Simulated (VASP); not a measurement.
# LiMgBN2 (I-4m2) in VASP: notebook

LiMgBN2 is run at these levels: PBEsol; tasks: single point.

Program: VASP 6.6.1. These are calculated values, not measurements. Logs are shortened: lines on timing, memory, paths and dates and some standing lists are left out, and cuts for length are marked.

### 1 The cell of the first run

It takes space group I-4m2 (No. 119, tetragonal). The conventional cell has a = 3.779 Å, b = 3.779 Å, c = 8.848 Å, α = 90.00°, β = 90.00°, γ = 90.00°. Li (site symmetry -4m2) has 4 N at 2.02 Å and 4 Mg at 2.67 Å within 2.7 Å. Mg (site symmetry -4m2) has 4 N at 2.02 Å and 4 Li at 2.67 Å within 2.7 Å. Within 2.0 Å of B (site symmetry -4m2) lie 2 N at 1.50 Å. N (site symmetry 2mm) has 1 B at 1.50 Å and 2 Li at 2.02 Å and 2 Mg at 2.02 Å within 2.1 Å.

### 2 Single point, PBEsol (atoms shifted along a free coordinate)

Contents of INCAR:

```
SYSTEM = LiMgBN2
PREC = Accurate
ENCUT = 520
EDIFF = 1E-6
ISMEAR = 0
SIGMA = 0.05
LREAL = .False.
LASPH = .True.
NELM = 60
ALGO = Normal
ISIF = 2
LWAVE = .False.
LCHARG = .False.
GGA = PS
NBANDS = 17
```

Contents of KPOINTS:

```
Automatic mesh
0
Gamma
  8 8 8
  0 0 0
```

Contents of POSCAR:

```
LiMgBN2
1.0
   -1.8892991571      1.8892991571      4.4238420579
    1.8892991571     -1.8892991571      4.4238420579
    1.8892991571      1.8892991571     -4.4238420579
Li Mg B N
1 1 1 2
Direct
    0.2500000000      0.7500000000      0.5000000000
    0.7500000000      0.2500000000      0.5000000000
    0.5000000000      0.5000000000      0.0000000000
    0.6699362387      0.6699362387      0.0000000000
    0.3300637613      0.3300637613      0.0000000000
```

Potentials or basis: VASP PAW PBE potentials, release 64 (Li_sv, Mg, B, N).

Run with:

```sh
$ cat potpaw_PBE.64/Li_sv/POTCAR potpaw_PBE.64/Mg/POTCAR potpaw_PBE.64/B/POTCAR potpaw_PBE.64/N/POTCAR > POTCAR
$ mpirun -np 1 vasp_std > vasp.out
```

OUTCAR:

```text
SYSTEM = LiMgBN2
   PREC = Accurate
   ENCUT = 520
   EDIFF = 1E-6
   ISMEAR = 0
   LREAL = .False.
   LASPH = .True.
   NELM = 60
   ISIF = 2
   GGA = PS

 ion  position               nearest neighbor table
   1  0.250  0.750  0.500-   5 2.02   4 2.02   5 2.02   4 2.02   2 2.67   2 2.67   2 2.67   2 2.67

   2  0.750  0.250  0.500-   5 2.02   4 2.02   5 2.02   4 2.02   1 2.67   1 2.67   1 2.67   1 2.67
                             3 2.91   3 2.91   3 2.91   3 2.91
   3  0.500  0.500  0.000-   4 1.50   5 1.50   2 2.91   2 2.91   2 2.91   2 2.91
   4  0.670  0.670  0.000-   3 1.50   2 2.02   1 2.02   1 2.02   2 2.02
   5  0.330  0.330  0.000-   3 1.50   2 2.02   1 2.02   1 2.02   2 2.02

  LATTYP: Found a body centered tetragonal cell.
 ALAT       =     3.7785983142
 C/A-ratio  =     2.3415254494

  Lattice vectors:

 A1 = (  -1.8892991571,   1.8892991571,   4.4238420579)
 A2 = (   1.8892991571,  -1.8892991571,   4.4238420579)
 A3 = (   1.8892991571,   1.8892991571,  -4.4238420579)

Analysis of symmetry for initial positions (statically):
=====================================================================
 Subroutine PRICEL returns:
 Original cell was already a primitive cell.

 Routine SETGRP: Setting up the symmetry group for a
 body centered tetragonal supercell.

 Subroutine GETGRP returns: Found  8 space group operations
 (whereof  8 operations were pure point group operations)
 out of a pool of 16 trial point group operations.

The static configuration has the point symmetry D_2d.

Analysis of symmetry for dynamics (positions and initial velocities):
=====================================================================
 Subroutine PRICEL returns:
 Original cell was already a primitive cell.

 Routine SETGRP: Setting up the symmetry group for a
 body centered tetragonal supercell.

 Subroutine GETGRP returns: Found  8 space group operations
 (whereof  8 operations were pure point group operations)
 out of a pool of 16 trial point group operations.

The dynamic configuration has the point symmetry D_2d.

 Subroutine INISYM returns: Found  8 space group operations
 (whereof  8 operations are pure point group operations),
 and found     1 'primitive' translations

----------------------------------------------------------------------------------------

                                     Primitive cell

  volume of cell :      63.1628

  direct lattice vectors                    reciprocal lattice vectors
    -1.889299157  1.889299157  4.423842058     0.000000000  0.264648401  0.113023927
     1.889299157 -1.889299157  4.423842058     0.264648401  0.000000000  0.113023927
     1.889299157  1.889299157 -4.423842058     0.264648401  0.264648401  0.000000000

  length of vectors
     5.168102279  5.168102279  5.168102279     0.287772799  0.287772799  0.374269357

  position of ions in fractional coordinates (direct lattice)
     0.250000000  0.750000000  0.500000000
     0.750000000  0.250000000  0.500000000
     0.500000000  0.500000000  0.000000000
     0.669936239  0.669936239  0.000000000
     0.330063761  0.330063761  0.000000000

  ion indices of the primitive-cell ions
   primitive index   ion index
                 1           1
                 2           2
                 3           3
                 4           4
                 5           5

----------------------------------------------------------------------------------------

 KPOINTS: Automatic mesh

Automatic generation of k-mesh.
 Grid dimensions read from file:
 generate k-points for:    8    8    8

 Generating k-lattice:

  Cartesian coordinates                     Fractional coordinates (reciprocal lattice)
     0.000000000  0.033081050  0.014127991     0.125000000  0.000000000  0.000000000
     0.033081050  0.000000000  0.014127991     0.000000000  0.125000000  0.000000000
     0.033081050  0.033081050  0.000000000     0.000000000  0.000000000  0.125000000

  Length of vectors
     0.035971600  0.035971600  0.046783670

  Shift w.r.t. Gamma in fractional coordinates (k-lattice)
     0.000000000  0.000000000  0.000000000

 Subroutine IBZKPT returns following result:
 ===========================================

 Found     59 irreducible k-points:

 Following reciprocal coordinates:
            Coordinates               Weight
  0.000000  0.000000  0.000000      1.000000
  0.125000  0.000000 -0.000000      8.000000
  0.250000  0.000000 -0.000000      8.000000
  0.375000  0.000000  0.000000      8.000000
  0.500000  0.000000 -0.000000      4.000000
  0.125000  0.125000 -0.000000      8.000000
[... 16 lines left out ...]
  0.250000  0.125000  0.125000     16.000000
  0.375000  0.125000  0.125000      8.000000
 [... further k-points ...]
   k-points           NKPTS =     59   k-points in BZ     NKDIM =     59   number of bands    NBANDS=     17
   number of dos      NEDOS =    301   number of ions     NIONS =      5
   total plane-waves  NPLWV =  64000
   dimension x,y,z NGX =    40 NGY =   40 NGZ =   40
   dimension x,y,z NGXF=    80 NGYF=   80 NGZF=   80
   ions per type =               1   1   1   2
   NGX,Y,Z   is equivalent  to a cutoff of  12.87, 12.87, 12.87 a.u.
   NGXF,Y,Z  is equivalent  to a cutoff of  25.73, 25.73, 25.73 a.u.
 SYSTEM =  LiMgBN2
   PREC   = accura    normal or accurate (medium, high low for compatibility)
   ISTART =      0    job   : 0-new  1-cont  2-samecut
   ICHARG =      2    charge: 1-file 2-atom 10-const
   ISPIN  =      1    spin polarized calculation?
   LNONCOLLINEAR =      F non collinear calculations
   LSORBIT =      F    spin-orbit coupling
   LASPH  =      T    aspherical Exc in radial PAW
   ENCUT  =  520.0 eV  38.22 Ry    6.18 a.u.   9.61  9.61  9.61*2*pi/ulx,y,z
   NELM   =     60;   NELMIN=  2; NELMDL= -5     # of ELM steps
   EDIFF  = 0.1E-05   stopping-criterion for ELM
   LREAL  =      F    real-space projection
   EDIFFG = 0.1E-04   stopping-criterion for IOM
   NSW    =      0    number of steps for IOM
   IBRION =     -1    ionic relax: 0-MD 1-quasi-New 2-CG
   NFREE  =      0    steps in history (QN), initial steepest desc. (CG)
   ISIF   =      2    stress and relaxation
   ISYM   =      2    0-nonsym 1-usesym 2-fastsym
   POTIM  = 0.5000    time-step for ionic-motion
   TEBEG  =    0.0;   TEEND  =   0.0 temperature during run
   PSTRESS=    0.0 pullay stress
   NELECT =      18.0000    total number of electrons
   NUPDOWN=      -1.0000    fix difference up-down
   EMIN   =  10.00;   EMAX   =-10.00  energy-range for DOS
   EFERMI =   0.00;   METHOD = LEGACY
   ISMEAR =     0;   SIGMA  =   0.05  broadening in eV -4-tet -1-fermi 0-gaus
   EFERMI_NEDOS =   21; number of points for ismear=-14 and -15
   IALGO  =     38    algorithm
   IMIX   =      4    mixing-type and parameters
     AMIX     =   0.40;   BMIX     =  1.00
     AMIX_MAG =   1.60;   BMIX_MAG =  1.00
  volume/ion in A,a.u.               =      12.63        85.25
  Fermi-wavevector in a.u.,A,eV,Ry     =   1.077321  2.035842 15.791215  1.160622
  Thomas-Fermi vector in A             =   2.213230
   LORBIT       =      0    0 simple, 1 ext, 2 COOP (PROOUT), +10 PAW based schemes
   GGA     = PS    functional components
   LHFCALC =     F    Hartree Fock is set to
   AEXX    =    0.0000 exact exchange contribution
   IVDW    =     0    specifies the selected vdW correction
   LEPSILON=     F    determine dielectric tensor
   LRPA    =     F    only Hartree local field effects (RPA)
 non-spin polarized calculation
 Gauss-broadening in eV      SIGMA  =   0.05
  energy-cutoff  :      520.00
  volume of cell :       63.16
 maximum number of plane-waves:      1726
 NGX is ok and might be reduce to    40
   NGX = 19   NGY = 19   NGZ = 19

 number of electron      18.0000000 magnetization

 Free energy of the ion-electron system (eV)
  ---------------------------------------------------
  ext. energy  EPLUGINS =         0.00000000
  ---------------------------------------------------
  free energy    TOTEN  =       -31.52605251 eV

  energy without entropy =      -31.52605251  energy(sigma->0) =      -31.52605251

 E-fermi :   1.3571     XC(G=0):  -8.9287

 val. band max:        1.0431269766   @ k =   0.5000   0.5000   0.5000
 cond. band min:       3.1685866314   @ k =   0.0000   0.0000   0.0000
 fundamental gap:      2.1254596548
 Fermi energy:         1.3570636357

 k-point     1 :       0.0000    0.0000    0.0000
  band No.  band energies     occupation
      1     -41.4576      2.00000
      2     -13.0342      2.00000
      3     -11.7552      2.00000
      4      -3.9018      2.00000
      5      -1.5925      2.00000
      6      -0.9098      2.00000
[... 9 lines left out ...]
     16      12.9149      0.00000
     17      14.5490      0.00000

 k-point     2 :       0.1250    0.0000   -0.0000
  band No.  band energies     occupation
      1     -41.4575      2.00000
      2     -12.9828      2.00000
      3     -11.7886      2.00000
      4      -3.8642      2.00000
      5      -1.8881      2.00000
      6      -0.9692      2.00000
[... 9 lines left out ...]
     16      12.8131      0.00000
     17      13.4331      0.00000

 k-point     3 :       0.2500    0.0000   -0.0000
  band No.  band energies     occupation
      1     -41.4571      2.00000
      2     -12.8436      2.00000
      3     -11.8820      2.00000
      4      -3.7927      2.00000
      5      -2.4543      2.00000
      6      -1.1857      2.00000
[... 9 lines left out ...]
     16      12.3333      0.00000
     17      12.4874      0.00000

 k-point     4 :       0.3750    0.0000    0.0000
  band No.  band energies     occupation
      1     -41.4566      2.00000
      2     -12.6665      2.00000
      3     -12.0102      2.00000
      4      -3.7596      2.00000
      5      -2.9310      2.00000
      6      -1.2471      2.00000
[... 9 lines left out ...]
     16      11.5776      0.00000
     17      12.4579      0.00000

 k-point     5 :       0.5000    0.0000   -0.0000
  band No.  band energies     occupation
      1     -41.4564      2.00000
      2     -12.5665      2.00000
      3     -12.0889      2.00000
      4      -3.7633      2.00000
      5      -3.1044      2.00000
      6      -1.2306      2.00000
[... 9 lines left out ...]
     16      11.2958      0.00000
     17      12.4917      0.00000

 k-point     6 :       0.1250    0.1250   -0.0000
  band No.  band energies     occupation
      1     -41.4573      2.00000
      2     -12.9145      2.00000
      3     -11.8430      2.00000
      4      -3.7992      2.00000
      5      -2.1372      2.00000
      6      -1.3438      2.00000
[... 9 lines left out ...]
     16      12.0553      0.00000
     17      13.3225      0.00000

 k-point     7 :       0.2500    0.1250   -0.0000
  band No.  band energies     occupation
      1     -41.4569      2.00000
      2     -12.7674      2.00000
      3     -11.9421      2.00000
      4      -3.7128      2.00000
      5      -2.6106      2.00000
      6      -1.5202      2.00000
[... 9 lines left out ...]
     16      11.6944      0.00000
     17      13.0418      0.00000

 k-point     8 :       0.3750    0.1250   -0.0000
  band No.  band energies     occupation
      1     -41.4564      2.00000
      2     -12.6004      2.00000
      3     -12.0536      2.00000
      4      -3.6934      2.00000
      5      -2.9721      2.00000
      6      -1.5266      2.00000
[... 9 lines left out ...]
     16      11.5523      0.00000
     17      12.5881      0.00000
[... 203 lines left out ...]
      1     -41.4554      2.00000
      2     -12.4500      2.00000
      3     -12.0306      2.00000
      4      -3.4769      2.00000
      5      -2.8294      2.00000
      6      -2.1856      2.00000
[... 9 lines left out ...]
     16      11.9844      0.00000
     17      12.4496      0.00000

 k-point    20 :      -0.3750    0.3750    0.0000
  band No.  band energies     occupation
      1     -41.4556      2.00000
      2     -12.5265      2.00000
      3     -11.9796      2.00000
      4      -3.5660      2.00000
      5      -2.5689      2.00000
      6      -2.1859      2.00000
[... 9 lines left out ...]
     16      11.8249      0.00000
     17      12.3467      0.00000

 k-point    21 :       0.5000    0.5000   -0.0000
  band No.  band energies     occupation
      1     -41.4553      2.00000
      2     -12.4309      2.00000
      3     -12.0188      2.00000
      4      -3.3592      2.00000
      5      -2.9687      2.00000
      6      -2.1458      2.00000
[... 9 lines left out ...]
     16      12.1718      0.00000
     17      12.7808      0.00000

 k-point    22 :       0.1250    0.1250    0.1250
  band No.  band energies     occupation
      1     -41.4565      2.00000
      2     -12.7164      2.00000
      3     -11.9217      2.00000
      4      -3.6947      2.00000
      5      -2.4909      2.00000
      6      -1.7253      2.00000
[... 9 lines left out ...]
     16      11.6518      0.00000
     17      12.4838      0.00000

 k-point    23 :       0.2500    0.1250    0.1250
  band No.  band energies     occupation
      1     -41.4560      2.00000
      2     -12.5727      2.00000
      3     -12.0069      2.00000
      4      -3.6036      2.00000
      5      -2.8127      2.00000
      6      -1.8698      2.00000
[... 9 lines left out ...]
     16      11.7583      0.00000
     17      12.4278      0.00000

 k-point    24 :       0.3750    0.1250    0.1250
  band No.  band energies     occupation
      1     -41.4558      2.00000
      2     -12.4972      2.00000
      3     -12.0573      2.00000
      4      -3.5722      2.00000
      5      -2.9616      2.00000
      6      -1.8909      2.00000
[... 9 lines left out ...]
     16      11.7838      0.00000
     17      12.4650      0.00000

 [... further k-points ...]
[... 5 lines left out ...]
  --------------------------------------------------------------------------------------
  -------------------------------------------------------------------------------------
  Total        2.7932058      2.7932058    -14.8630160      0.0000000      0.0000000      0.0000000
  in kB       70.8520556     70.8520556   -377.0131168      0.0000000      0.0000000      0.0000000
  external PRESSURE =     -78.4363352 kB  Pullay stress =       0.0000000 kB

 VOLUME and BASIS-vectors are now :
 -----------------------------------------------------------------------------
  energy-cutoff  :      520.00
  volume of cell :       63.16
      direct lattice vectors                 reciprocal lattice vectors
    -1.889299157  1.889299157  4.423842058     0.000000000  0.264648401  0.113023927
     1.889299157 -1.889299157  4.423842058     0.264648401  0.000000000  0.113023927
     1.889299157  1.889299157 -4.423842058     0.264648401  0.264648401  0.000000000

 POSITION                                       TOTAL-FORCE (eV/Angst)
 -----------------------------------------------------------------------------------
      1.88930      0.00000      2.21192        -0.000000      0.000000     -0.000000
      0.00000      1.88930      2.21192        -0.000000      0.000000     -0.000000
      0.00000      0.00000      4.42384        -0.000000      0.000000     -0.000000
      0.00000      0.00000      5.92738         0.000000     -0.000000     -6.277346
      0.00000      0.00000      2.92030         0.000000     -0.000000      6.277346
 -----------------------------------------------------------------------------------
    total drift:                                0.000000     -0.000000     -0.000000

  FREE ENERGIE OF THE ION-ELECTRON SYSTEM (eV)
  ---------------------------------------------------
  free  energy   TOTEN  =       -31.5260525143 eV

  energy  without entropy=      -31.5260525143  energy(sigma->0) =      -31.52605251
```

It took 2.3 min on 1 thread of Intel Xeon 8259CL, shared host; peak memory 0.28 GiB.

Results:

```yaml
Free_energy: -31.5261 eV
Largest_force: 6.277 eV/Å
Band_gap_on_the_k_mesh: 2.13 eV (least direct gap 3.51 eV)
```

Forces in eV/Å, atoms in the order of the input:
```
Li   0.000  0.000  0.000
Mg   0.000  0.000  0.000
B    0.000  0.000  0.000
N    0.000  0.000 -6.277
N    0.000  0.000  6.277
```

Caveat: the cell differs from its parent crystal (atoms shifted along a free coordinate); the cutoff is under 1.25 times the usual one of these potentials, so pressure, stress and relaxed cells hold a basis-set (Pulay) error; the PAW data sets were made with another functional, which shifts forces and pressure a little.

### 3 Single point, PBEsol (atoms shifted along a free coordinate)

Contents of INCAR:

```
  PREC = Accurate
  ENCUT = 520
  EDIFF = 1E-6
  ISMEAR = 0
  SIGMA = 0.05
  LREAL = False
  LASPH = True
  NELM = 80
  ALGO = Normal
  ISIF = 2
  LWAVE = False
  LCHARG = True
  GGA = PS
  LELF = True
  LVHAR = True
  NBANDS = 17
```

Contents of KPOINTS:

```
Automatic mesh
0
Gamma
  8 8 8
```

POSCAR, as its differences from that of step 2:

```diff
@@ -11,3 +11,3 @@
     0.5000000000      0.5000000000      0.0000000000
-    0.6699362387      0.6699362387      0.0000000000
-    0.3300637613      0.3300637613      0.0000000000
+    0.6335425343      0.6335425343      0.0000000000
+    0.3664574657      0.3664574657      0.0000000000
```

Potentials or basis: VASP PAW PBE potentials, release 64 (Li_sv, Mg, B, N).

Run with:

```sh
$ cat potpaw_PBE.64/Li_sv/POTCAR potpaw_PBE.64/Mg/POTCAR potpaw_PBE.64/B/POTCAR potpaw_PBE.64/N/POTCAR > POTCAR
$ mpirun -np 1 vasp_std > vasp.out
```

It took 2.1 min on 1 thread of Intel Xeon 8259CL, shared host; peak memory 0.28 GiB.

Results (log left out):

```
Free energy            : -30.6336 eV
Largest force          : 14.693 eV/Å
Band gap on the k mesh : 2.75 eV (least direct gap 3.03 eV)
```

Forces on the atoms (eV/Å):
```
Li    0.000   0.000   0.000
Mg    0.000   0.000   0.000
B     0.000   0.000   0.000
N     0.000   0.000  14.693
N     0.000   0.000 -14.693
```

Levels at points of the mesh, in eV from the valence-band top:
```
           k point  band 6  band 7  band 8  band 9  band 10  band 11  band 12  band 13
(0.00, 0.00, 0.00)   -2.89   -2.64   -1.10   -1.10     2.75     5.56     8.30     9.89
(0.50, 0.00, 0.00)   -3.11   -3.01   -1.12   -0.45     5.67     6.28     7.31     8.18
(0.50, 0.50, 0.00)   -3.74   -3.51   -1.77   -0.56     4.68     6.72     6.85     8.48
(0.50, 0.50, 0.50)   -3.41   -3.15    0.00    0.00     3.03     6.09     7.34     7.34
```

Caveat: the cell differs from its parent crystal (atoms shifted along a free coordinate); the cutoff is under 1.25 times the usual one of these potentials, so pressure, stress and relaxed cells hold a basis-set (Pulay) error; the PAW data sets were made with another functional, which shifts forces and pressure a little. A k mesh can miss the band edges.
